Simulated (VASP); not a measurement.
Wanted: the native input for a VASP 6.6.1 run.

- Task: single point
- Functional: PBE
- Potentials or basis: VASP PAW PBE potentials, release 64 (Na_pv, B)
- Cutoff: 520 eV
- k mesh: 4 × 4 × 4
- Occupations: gaussian, width 0.1 eV
- Spin: no spin polarisation
- Dipole correction: no
- Further INCAR settings: ALGO = Normal; EDIFF = 1e-06; NBANDS = 34

The structure of NaB12 lies in POSCAR:

```
NaB12
1.0
   -3.3196196874      3.3196196874      2.6567158831
    3.3196196874     -3.3196196874      2.6567158831
    3.3196196874      3.3196196874     -2.6567158831
Na B
1 12
Direct
    0.5000000000      0.5000000000      0.0000000000
    0.3691092718      0.1594692051      0.5285784769
    0.6308907282      0.8405307949      0.4714215231
    0.1594692051      0.6308907282      0.7903599333
    0.8405307949      0.3691092718      0.2096400667
    0.3691092718      0.8405307949      0.2096400667
    0.6308907282      0.1594692051      0.7903599333
    0.1594692051      0.3691092718      0.5285784769
    0.8405307949      0.6308907282      0.4714215231
    0.0000000000      0.8256874257      0.8256874257
    0.0000000000      0.1743125743      0.1743125743
    0.8256874257      0.0000000000      0.8256874257
    0.1743125743      0.0000000000      0.1743125743
```

The cell was generated, and may not be a known phase.

One way to write it, as run:

INCAR

```
  PREC = Accurate
  ENCUT = 520
  EDIFF = 1E-6
  ISMEAR = 0
  SIGMA = 0.1
  LREAL = F
  LASPH = T
  NELM = 80
  ALGO = Normal
  ISIF = 2
  LWAVE = F
  LCHARG = T
  GGA = PE
  LELF = T
  LVHAR = T
  NBANDS = 34
```

KPOINTS

```
Automatic mesh
0
Gamma
  4 4 4
```

Potentials or basis: VASP PAW PBE potentials, release 64 (Na_pv, B).

Run with:

```bash
$ cat potpaw_PBE.64/Na_pv/POTCAR potpaw_PBE.64/B/POTCAR > POTCAR
$ mpirun -np 1 vasp_std > vasp.out
```

Results of the run:

```json
{
 "Pressure": "0.0 GPa",
 "Largest force": "0.003 eV/Å",
 "Band gap on the k mesh": "zero (an odd number of electrons rules out a gap without spin polarisation)"
}
```

Caveat: the k points lie up to 0.38 Å⁻¹ apart, too coarse for converged energies and pressures of a metal; an odd number of electrons without spin polarisation forces a metal; a magnetic or distorted state may lie lower.

Wall time 110 s on 1 thread of Oxide Virtual Turin-like Processor, with other jobs on the host, peak memory 0.2 GiB.
